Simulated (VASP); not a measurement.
# CdS (F-43m) in VASP: single point with PBEsol

Aim: the single point of CdS with PBEsol.

All numbers are computed with VASP 6.6.1; they aren't measurements. Logs are shortened: lines on timing, memory, paths and dates and some standing lists are left out, and cuts for length are marked.

### 1 The cell of the first run

The structure is cubic, space group F-43m (No. 216). Conventional cell: a = 4.822 Å, b = 4.822 Å, c = 4.822 Å, α = 90.00°, β = 90.00°, γ = 90.00°. Within 2.8 Å of Cd (site symmetry -43m) lie 4 S at 2.09 Å. Within 2.8 Å of S (site symmetry -43m) lie 4 Cd at 2.09 Å.

### 2 Single point, PBEsol (14.02 Å³/atom)

INCAR reads:

```
PREC = Accurate
ENCUT = 630
EDIFF = 1E-6
ISMEAR = -1
SIGMA = 0.03
LREAL = F
LASPH = T
NELM = 120
ALGO = Normal
ISIF = 2
LWAVE = F
LCHARG = T
GGA = PS
LELF = T
LVHAR = T
NBANDS = 20
GGA_COMPAT = F
```

KPOINTS reads:

```
regular mesh
0
Gamma
  8 8 8
```

POSCAR reads:

```
CdS
1.0
    0.0000000000      2.4112243722      2.4112243722
    2.4112243722      0.0000000000      2.4112243722
    2.4112243722      2.4112243722      0.0000000000
Cd S
1 1
Direct
    0.0000000000      0.0000000000      0.0000000000
    0.7500000000      0.7500000000      0.7500000000
```

Potentials or basis: VASP PAW PBE potentials, release 64 (Cd_sv_GW, S).

The run is started by

```sh
$ cat potpaw_PBE.64/Cd_sv_GW/POTCAR potpaw_PBE.64/S/POTCAR > POTCAR
$ mpirun -np 1 vasp_std > vasp.out
```

OUTCAR:

```text
PREC = Accurate
   ENCUT = 630
   EDIFF = 1E-6
   ISMEAR = -1
   LREAL = F
   LASPH = T
   NELM = 120
   ISIF = 2
   GGA = PS

 ion  position               nearest neighbor table
   1  0.000  0.000  0.000-   2 2.09   2 2.09   2 2.09   2 2.09
   2  0.750  0.750  0.750-   1 2.09   1 2.09   1 2.09   1 2.09

  LATTYP: Found a face centered cubic cell.
 ALAT       =     4.8224487444

  Lattice vectors:

 A1 = (   0.0000000000,   2.4112243722,   2.4112243722)
 A2 = (   2.4112243722,   0.0000000000,   2.4112243722)
 A3 = (   2.4112243722,   2.4112243722,   0.0000000000)

Analysis of symmetry for initial positions (statically):
=====================================================================
 Subroutine PRICEL returns:
 Original cell was already a primitive cell.

 Routine SETGRP: Setting up the symmetry group for a
 face centered cubic supercell.

 Subroutine GETGRP returns: Found 24 space group operations
 (whereof 24 operations were pure point group operations)
 out of a pool of 48 trial point group operations.

The static configuration has the point symmetry T_d .

Analysis of symmetry for dynamics (positions and initial velocities):
=====================================================================
 Subroutine PRICEL returns:
 Original cell was already a primitive cell.

 Routine SETGRP: Setting up the symmetry group for a
 face centered cubic supercell.

 Subroutine GETGRP returns: Found 24 space group operations
 (whereof 24 operations were pure point group operations)
 out of a pool of 48 trial point group operations.

The dynamic configuration has the point symmetry T_d .

 Subroutine INISYM returns: Found 24 space group operations
 (whereof 24 operations are pure point group operations),
 and found     1 'primitive' translations

----------------------------------------------------------------------------------------

                                     Primitive cell

  volume of cell :      28.0377

  direct lattice vectors                    reciprocal lattice vectors
     0.000000000  2.411224372  2.411224372    -0.207363531  0.207363531  0.207363531
     2.411224372  0.000000000  2.411224372     0.207363531 -0.207363531  0.207363531
     2.411224372  2.411224372  0.000000000     0.207363531  0.207363531 -0.207363531

  length of vectors
     3.409986209  3.409986209  3.409986209     0.359164171  0.359164171  0.359164171

  position of ions in fractional coordinates (direct lattice)
     0.000000000  0.000000000  0.000000000
     0.750000000  0.750000000  0.750000000

  ion indices of the primitive-cell ions
   primitive index   ion index
                 1           1
                 2           2

----------------------------------------------------------------------------------------

 KPOINTS: regular mesh

Automatic generation of k-mesh.
 Grid dimensions read from file:
 generate k-points for:    8    8    8

 Generating k-lattice:

  Cartesian coordinates                     Fractional coordinates (reciprocal lattice)
    -0.025920441  0.025920441  0.025920441     0.125000000  0.000000000  0.000000000
     0.025920441 -0.025920441  0.025920441     0.000000000  0.125000000  0.000000000
     0.025920441  0.025920441 -0.025920441     0.000000000  0.000000000  0.125000000

  Length of vectors
     0.044895521  0.044895521  0.044895521

  Shift w.r.t. Gamma in fractional coordinates (k-lattice)
     0.000000000  0.000000000  0.000000000

 Subroutine IBZKPT returns following result:
 ===========================================

 Found     29 irreducible k-points:

 Following reciprocal coordinates:
            Coordinates               Weight
  0.000000  0.000000  0.000000      1.000000
  0.125000  0.000000  0.000000      8.000000
  0.250000  0.000000  0.000000      8.000000
  0.375000  0.000000  0.000000      8.000000
  0.500000  0.000000  0.000000      4.000000
  0.125000  0.125000  0.000000      6.000000
[... 16 lines left out ...]
  0.500000  0.250000  0.125000     48.000000
 -0.375000  0.250000  0.125000     24.000000
 [... further k-points ...]
   k-points           NKPTS =     29   k-points in BZ     NKDIM =     29   number of bands    NBANDS=     20
   number of dos      NEDOS =    301   number of ions     NIONS =      2
   total plane-waves  NPLWV =  21952
   dimension x,y,z NGX =    28 NGY =   28 NGZ =   28
   dimension x,y,z NGXF=    56 NGYF=   56 NGZF=   56
   ions per type =               1   1
   NGX,Y,Z   is equivalent  to a cutoff of  13.65, 13.65, 13.65 a.u.
   NGXF,Y,Z  is equivalent  to a cutoff of  27.30, 27.30, 27.30 a.u.
 SYSTEM =  unknown system
   PREC   = accura    normal or accurate (medium, high low for compatibility)
   ISTART =      0    job   : 0-new  1-cont  2-samecut
   ICHARG =      2    charge: 1-file 2-atom 10-const
   ISPIN  =      1    spin polarized calculation?
   LNONCOLLINEAR =      F non collinear calculations
   LSORBIT =      F    spin-orbit coupling
   LASPH  =      T    aspherical Exc in radial PAW
   ENCUT  =  630.0 eV  46.30 Ry    6.80 a.u.   6.98  6.98  6.98*2*pi/ulx,y,z
   NELM   =    120;   NELMIN=  2; NELMDL= -5     # of ELM steps
   EDIFF  = 0.1E-05   stopping-criterion for ELM
   LREAL  =      F    real-space projection
   EDIFFG = 0.1E-04   stopping-criterion for IOM
   NSW    =      0    number of steps for IOM
   IBRION =     -1    ionic relax: 0-MD 1-quasi-New 2-CG
   NFREE  =      0    steps in history (QN), initial steepest desc. (CG)
   ISIF   =      2    stress and relaxation
   ISYM   =      2    0-nonsym 1-usesym 2-fastsym
   POTIM  = 0.5000    time-step for ionic-motion
   TEBEG  =    0.0;   TEEND  =   0.0 temperature during run
   PSTRESS=    0.0 pullay stress
   NELECT =      26.0000    total number of electrons
   NUPDOWN=      -1.0000    fix difference up-down
   EMIN   =  10.00;   EMAX   =-10.00  energy-range for DOS
   EFERMI =   0.00;   METHOD = LEGACY
   ISMEAR =    -1;   SIGMA  =   0.03  broadening in eV -4-tet -1-fermi 0-gaus
   EFERMI_NEDOS =   21; number of points for ismear=-14 and -15
   IALGO  =     38    algorithm
   IMIX   =      4    mixing-type and parameters
     AMIX     =   0.40;   BMIX     =  1.00
     AMIX_MAG =   1.60;   BMIX_MAG =  1.00
  volume/ion in A,a.u.               =      14.02        94.60
  Fermi-wavevector in a.u.,A,eV,Ry     =   1.596437  3.016828 34.675939  2.548610
  Thomas-Fermi vector in A             =   2.694199
   LORBIT       =      0    0 simple, 1 ext, 2 COOP (PROOUT), +10 PAW based schemes
   GGA     = PS    functional components
   LHFCALC =     F    Hartree Fock is set to
   AEXX    =    0.0000 exact exchange contribution
   IVDW    =     0    specifies the selected vdW correction
   LEPSILON=     F    determine dielectric tensor
   LRPA    =     F    only Hartree local field effects (RPA)
 non-spin polarized calculation
  energy-cutoff  :      630.00
  volume of cell :       28.04
 maximum number of plane-waves:      1036
   NGX = 13   NGY = 13   NGZ = 13

 number of electron      25.9999994 magnetization

 Free energy of the ion-electron system (eV)
  ---------------------------------------------------
  ext. energy  EPLUGINS =         0.00000000
  ---------------------------------------------------
  free energy    TOTEN  =        -1.88179568 eV

  energy without entropy =       -1.88179568  energy(sigma->0) =       -1.88179568

 E-fermi :  12.1003     XC(G=0): -12.5291

 val. band max:       11.1423306905   @ k =   0.0000   0.0000   0.0000
 cond. band min:      12.7619552740   @ k =   0.0000   0.0000   0.0000
 fundamental gap:      1.6196245834
 Fermi energy:        12.1003118896

 k-point     1 :       0.0000    0.0000    0.0000
  band No.  band energies     occupation
      1     -93.1274      2.00000
      2     -54.2658      2.00000
      3     -54.2657      2.00000
      4     -54.2657      2.00000
      5      -6.8133      2.00000
      6      -1.1618      2.00000
[... 12 lines left out ...]
     19      23.0544      0.00000
     20      24.4650      0.00000

 k-point     2 :       0.1250    0.0000    0.0000
  band No.  band energies     occupation
      1     -93.1272      2.00000
      2     -54.2681      2.00000
      3     -54.2662      2.00000
      4     -54.2662      2.00000
      5      -6.6364      2.00000
      6      -1.1237      2.00000
[... 12 lines left out ...]
     19      22.0212      0.00000
     20      23.8510      0.00000

 k-point     3 :       0.2500    0.0000    0.0000
  band No.  band energies     occupation
      1     -93.1270      2.00000
      2     -54.2735      2.00000
      3     -54.2670      2.00000
      4     -54.2670      2.00000
      5      -6.2045      2.00000
      6      -0.9360      2.00000
[... 12 lines left out ...]
     19      21.6708      0.00000
     20      23.4564      0.00000

 k-point     4 :       0.3750    0.0000    0.0000
  band No.  band energies     occupation
      1     -93.1267      2.00000
      2     -54.2789      2.00000
      3     -54.2680      2.00000
      4     -54.2680      2.00000
      5      -5.7839      2.00000
      6      -0.8275      2.00000
[... 12 lines left out ...]
     19      22.8986      0.00000
     20      23.7354      0.00000

 k-point     5 :       0.5000    0.0000    0.0000
  band No.  band energies     occupation
      1     -93.1266      2.00000
      2     -54.2811      2.00000
      3     -54.2684      2.00000
      4     -54.2684      2.00000
      5      -5.6209      2.00000
      6      -0.7990      2.00000
[... 12 lines left out ...]
     19      24.0181      0.00000
     20      24.3971      0.00000

 k-point     6 :       0.1250    0.1250    0.0000
  band No.  band energies     occupation
      1     -93.1272      2.00000
      2     -54.2680      2.00000
      3     -54.2667      2.00000
      4     -54.2667      2.00000
      5      -6.5774      2.00000
      6      -1.1848      2.00000
[... 12 lines left out ...]
     19      22.9102      0.00000
     20      25.5016      0.00000

 k-point     7 :       0.2500    0.1250    0.0000
  band No.  band energies     occupation
      1     -93.1270      2.00000
      2     -54.2721      2.00000
      3     -54.2677      2.00000
      4     -54.2675      2.00000
      5      -6.2299      2.00000
      6      -1.0972      2.00000
[... 12 lines left out ...]
     19      22.5519      0.00000
     20      24.9871      0.00000
[... 277 lines left out ...]
 k-point    20 :      -0.3750    0.3750    0.0000
  band No.  band energies     occupation
      1     -93.1263      2.00000
      2     -54.2786      2.00000
      3     -54.2747      2.00000
      4     -54.2708      2.00000
      5      -5.2955      2.00000
      6      -0.8656      2.00000
[... 12 lines left out ...]
     19      23.8772      0.00000
     20      27.4111      0.00000

 k-point    21 :       0.5000    0.5000    0.0000
  band No.  band energies     occupation
      1     -93.1263      2.00000
      2     -54.2809      2.00000
      3     -54.2718      2.00000
      4     -54.2718      2.00000
      5      -5.2623      2.00000
      6      -1.1047      2.00000
[... 12 lines left out ...]
     19      24.6826      0.00000
     20      25.7491      0.00000

 k-point    22 :       0.3750    0.2500    0.1250
  band No.  band energies     occupation
      1     -93.1268      2.00000
      2     -54.2751      2.00000
      3     -54.2699      2.00000
      4     -54.2681      2.00000
      5      -5.8869      2.00000
      6      -0.9545      2.00000
[... 12 lines left out ...]
     19      23.4264      0.00000
     20      26.4330      0.00000

 k-point    23 :       0.5000    0.2500    0.1250
  band No.  band energies     occupation
      1     -93.1265      2.00000
      2     -54.2781      2.00000
      3     -54.2717      2.00000
      4     -54.2691      2.00000
      5      -5.5627      2.00000
      6      -0.7618      2.00000
[... 12 lines left out ...]
     19      23.9965      0.00000
     20      26.9176      0.00000

 k-point    24 :      -0.3750    0.2500    0.1250
  band No.  band energies     occupation
      1     -93.1264      2.00000
      2     -54.2793      2.00000
      3     -54.2723      2.00000
      4     -54.2697      2.00000
      5      -5.4388      2.00000
      6      -0.7579      2.00000
[... 12 lines left out ...]
     19      23.5791      0.00000
     20      25.9719      0.00000

 [... further k-points ...]
[... 5 lines left out ...]
  --------------------------------------------------------------------------------------
  -------------------------------------------------------------------------------------
  Total       22.1441036     22.1441036     22.1441036     -0.0000000      0.0000000      0.0000000
  in kB     1265.3941324   1265.3941324   1265.3941324     -0.0000000      0.0000000      0.0000000
  external PRESSURE =    1265.3941324 kB  Pullay stress =       0.0000000 kB

 VOLUME and BASIS-vectors are now :
 -----------------------------------------------------------------------------
  energy-cutoff  :      630.00
  volume of cell :       28.04
      direct lattice vectors                 reciprocal lattice vectors
     0.000000000  2.411224372  2.411224372    -0.207363531  0.207363531  0.207363531
     2.411224372  0.000000000  2.411224372     0.207363531 -0.207363531  0.207363531
     2.411224372  2.411224372  0.000000000     0.207363531  0.207363531 -0.207363531

 POSITION                                       TOTAL-FORCE (eV/Angst)
 -----------------------------------------------------------------------------------
      0.00000      0.00000      0.00000        -0.000000     -0.000000     -0.000000
      3.61684      3.61684      3.61684         0.000000      0.000000      0.000000
 -----------------------------------------------------------------------------------
    total drift:                               -0.000001     -0.000001     -0.000001

  FREE ENERGIE OF THE ION-ELECTRON SYSTEM (eV)
  ---------------------------------------------------
  free  energy   TOTEN  =        -1.8817956788 eV

  energy  without entropy=       -1.8817956788  energy(sigma->0) =       -1.88179568
```

It took 24 s on 1 thread of Intel Xeon Platinum 8259CL at 2.50GHz (Skylake/Cascade Lake), shared host; peak memory 0.18 GiB.

Results:

```yaml
Free_energy: -1.8818 eV
Pressure: 126.5 GPa
Band_gap_on_the_k_mesh: 1.62 eV
```

Caveat: the cell stands under pressure; the PAW data sets were made with another functional, which shifts forces and pressure a little.
